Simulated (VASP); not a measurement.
Input of a VASP 6.6.1 run:

File INCAR:

```
ALGO     = Normal         # electronic algorithm
EDIFF    = 1E-7           # SCF threshold, eV
ENCUT    = 520            # plane-wave cutoff, eV
GGA      = PE             # functional
ISIF     = 2              # what is computed and relaxed
ISMEAR   = 0              # smearing method
LASPH    = True           # aspherical terms in the spheres
LCHARG   = False          # write CHGCAR
LREAL    = False          # projectors in reciprocal space
LWAVE    = False          # write WAVECAR
NBANDS   = 16             # bands
NELM     = 100            # most SCF steps
PREC     = Accurate       # precision mode
SIGMA    = 0.1            # smearing width, eV
```

The input KPOINTS:

```
k-points
0
Gamma
  4 4 6
```

File POSCAR:

```
B
1.0
    3.3222750856      0.0000000000      0.0000000000
    0.0000000000      3.3222750856      0.0000000000
    0.0000000000      0.0000000000      4.2849564529
B
5
Direct
    0.0000000000      0.2507438697      0.6570552183
    0.2507438697      0.0000000000      0.3429447817
    0.7492561303      0.0000000000      0.3429447817
    0.0000000000      0.7492561303      0.6570552183
    0.0000000000      0.0000000000      0.0000000000
```

Potentials or basis: VASP PAW PBE potentials, release 64 (B).

Command:

```sh
$ cat potpaw_PBE.64/B/POTCAR > POTCAR
$ mpirun -np 1 vasp_std > vasp.out
```

(1) What does it give for the pressure?

(2) Estimate the largest force.

## Answers

(1) 0.0 GPa.

(2) 0.018 eV/Å.

Caveat: the k points lie up to 0.47 Å⁻¹ apart.
